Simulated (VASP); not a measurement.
# Cu: single point with PBEsol

Crystal: Cu.

```
Cu
1.0
     0.00000    1.85269    1.71713
     1.85269    0.00000    1.71713
     1.85269    1.85269    0.00000
Cu
1
Direct
  0.00000 0.00000 0.00000
```

This cell differs from its parent crystal: strain +0.025 along x and y, -0.050 along z.

- Program: VASP 6.6.1
- Task: single point
- Functional: PBEsol
- Potentials or basis: VASP PAW PBE potentials, release 64 (Cu)
- Cutoff: 520 eV
- k mesh: 22 × 22 × 22
- Occupations: gaussian, width 0.15 eV
- Spin: no spin polarisation
- Dipole correction: no
- Further INCAR settings: ALGO = Normal; EDIFF = 1e-06; NBANDS = 12

```
Pressure : -5.4 GPa
```

Stress tensor (GPa, compression positive):
```
-6.49  0.00  0.00
 0.00 -6.49  0.00
 0.00  0.00 -3.21
```

Levels at points of the mesh, in eV from the Fermi level:
| k point | band 2 | band 3 | band 4 | band 5 | band 6 | band 7 | band 8 | band 9 | band 10 | band 11 |
| --- | --- | --- | --- | --- | --- | --- | --- | --- | --- | --- |
| (0.00, 0.00, 0.00) | -3.13 | -3.13 | -2.79 | -2.38 | -2.04 | 22.72 | 25.18 | 25.18 | 25.52 | 27.65 |
| (0.50, 0.00, 0.00) | -3.25 | -2.86 | -1.70 | -1.55 | -1.02 | 3.78 | 20.34 | 20.85 | 24.09 | 24.23 |
| (0.50, 0.50, 0.00) | -4.46 | -1.64 | -1.47 | -1.47 | 2.62 | 8.50 | 11.88 | 11.88 | 16.61 | 19.15 |
| (0.50, 0.00, 0.50) | -4.39 | -1.65 | -1.61 | -1.39 | 0.94 | 6.46 | 13.68 | 13.79 | 18.14 | 20.92 |

Wall time 64 s on 1 thread of Intel(R) Xeon(R) Platinum 8488C (Sapphire Rapids) (shared host), peak memory 0.22 GiB.

Caveat: the cell differs from its parent crystal (strain +0.025 along x and y, -0.050 along z); the PAW data sets were made with another functional, which shifts forces and pressure a little.
